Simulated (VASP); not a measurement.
Here is a VASP 6.6.1 calculation.

The input INCAR:

```
ALGO = Normal ; EDIFF = 1E-6
ENCUT = 520 ; GGA = CA
ISIF = 2 ; ISMEAR = 0
LASPH = True ; LCHARG = False
LREAL = False ; LWAVE = False
NBANDS = 20 ; NELM = 80
PREC = Accurate ; SIGMA = 0.01
```

File KPOINTS:

```
k-points
0
Gamma
  12 12 1
```

Contents of POSCAR:

```
WS2
1.0
    3.1600000000      0.0000000000      0.0000000000
   -1.5800000000      2.7366402760      0.0000000000
    0.0000000000      0.0000000000     21.1400000000
S W
2 1
Direct
    0.0000000000      0.0000000000      0.4257332072
    0.0000000000      0.0000000000      0.5742667928
    0.3333333333      0.6666666667      0.5000000000
```

Potentials or basis: VASP PAW LDA potentials, release 64 (S, W_sv).

Run with:

```bash
$ cat potpaw_LDA.64/S/POTCAR potpaw_LDA.64/W_sv/POTCAR > POTCAR
$ mpirun -np 1 vasp_std > vasp.out
```

**Question.** What does it give for the largest force?

**Answer.** 0.401 eV/Å.

**Question.** What does it give for the band gap on the k mesh?

**Answer.** 1.89 eV, direct.

Forces in eV/Å, atoms in the order of the input:
```
S    0.000  0.000  0.401
S    0.000  0.000 -0.401
W    0.000  0.000  0.000
```

Caveat: spin-orbit coupling is left out, which moves the levels of the heavy elements.
